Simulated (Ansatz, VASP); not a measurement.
## One calculation of La4ZnCu, two programs

INCAR

```
ALGO     = Normal         # electronic algorithm
EDIFF    = 1E-7           # SCF threshold, eV
ENCUT    = 520            # plane-wave cutoff, eV
GGA      = PE             # functional
ISIF     = 2              # what is computed and relaxed
ISMEAR   = 0              # smearing method
LASPH    = T              # aspherical terms in the spheres
LCHARG   = F              # write CHGCAR
LREAL    = F              # projectors in reciprocal space
LWAVE    = F              # write WAVECAR
NBANDS   = 42             # bands
NELM     = 100            # most SCF steps
PREC     = Accurate       # precision mode
SIGMA    = 0.1            # smearing width, eV
```

The input KPOINTS:

```
k-points
0
Gamma
  4 4 4
```

POSCAR

```
La4ZnCu
1.0
    0.0000000000      4.2323205700      4.2323205700
    4.2323205700      0.0000000000      4.2323205700
    4.2323205700      4.2323205700      0.0000000000
La Zn Cu
4 1 1
Direct
    0.8752640200      0.3749119900      0.3749119900
    0.3749119900      0.3749119900      0.3749119900
    0.3749119900      0.8752640200      0.3749119900
    0.3749119900      0.3749119900      0.8752640200
    0.7500000000      0.7500000000      0.7500000000
    0.0000000000      0.0000000000      0.0000000000
```

Input for Ansatz:

```yaml
crystal:
  lattice:
    - [0.0, 4.23232057, 4.23232057]
    - [4.23232057, 0.0, 4.23232057]
    - [4.23232057, 4.23232057, 0.0]
  atoms:
    - { symbol: La, position: [0.87526402, 0.37491199, 0.37491199] }
    - { symbol: La, position: [0.37491199, 0.37491199, 0.37491199] }
    - { symbol: La, position: [0.37491199, 0.87526402, 0.37491199] }
    - { symbol: La, position: [0.37491199, 0.37491199, 0.87526402] }
    - { symbol: Zn, position: [0.75, 0.75, 0.75] }
    - { symbol: Cu, position: [0.0, 0.0, 0.0] }
basis:
  ecutwfc: 420
kpoints:
  mp_grid: { grid: [4, 4, 4] }
hamiltonian:
  xc: pbe
scf:
  occupations: { method: gaussian, width: 0.1 }
  lower_state_search: "off"
output:
  forces: true
  stress: true
  eigenvalues: true
```

Change from the starting cell: species swapped into the HfTiMo4 type (F-43m, No. 216).

Alike in both runs: task single point; functional PBE; k mesh 4 × 4 × 4; occupations gaussian, width 0.1 eV; no spin polarisation.

```csv
,VASP,Ansatz
version,VASP 6.6.1,Ansatz 0.2.0
potentials or method,"VASP PAW PBE potentials, release 64 (La, Zn, Cu), cutoff 520 eV","scalar-relativistic, plane waves, PAW"
valence electrons in the cell,67,75
```

```tsv
	VASP	Ansatz	Ansatz less VASP
gap on the k mesh at the Fermi level (eV)	none	none	-
pressure (GPa)	9.7	9.7	-0.03
rms of the force components (eV/Å)	0.025	0.023	-0.0013
```

Atom by atom the forces differ by 0.001 eV/Å (rms over components). A gap of «none» marks a metal or a gap that the smearing closes. VASP's potentials hold 67 valence electrons a cell and Ansatz's 75, so a difference there can come from the potentials and not from the codes.

Neither program's run includes spin-orbit coupling.
